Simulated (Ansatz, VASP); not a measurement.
# One calculation of Mo, two programs

```
Mo
1.0
     2.82448   -0.01805   -0.04836
    -1.42787    2.31755    0.01455
    -0.04517   -0.01038    2.53733
Mo
1
Direct
  0.00000 0.00000 0.50000
```

Alike in both runs: functional PBEsol; k mesh 6 × 7 × 6; occupations fermi-dirac, width 0.05 eV; no spin polarisation.

|  | VASP | Ansatz |
| --- | --- | --- |
| version | VASP 6.6.1 | Ansatz 0.2.0 |
| potentials or method | VASP PAW PBE potentials, release 64 (Mo_sv) | Ansatz PAW |
| plane-wave cutoff (eV) | 520 | 420 |
| valence electrons in the cell | 14 | 14 |
| task | single point | projected density of states |

|  | VASP | Ansatz | Ansatz less VASP |
| --- | --- | --- | --- |
| gap on the k mesh at the Fermi level (eV) | none | none | - |
| pressure (GPa) | -4.7 | -5.2 | -0.48 |
| traceless stress, the component that is largest in VASP (GPa) | -9.14 | -9.25 | -0.104 |

VASP's potentials were made for PBE, not for PBEsol. A gap of «none» marks a metal or a gap that the smearing closes. The functional is the same, so the differences come from potentials, cutoffs and numerics.

The k mesh is coarse, so the values compare programs but aren't converged.
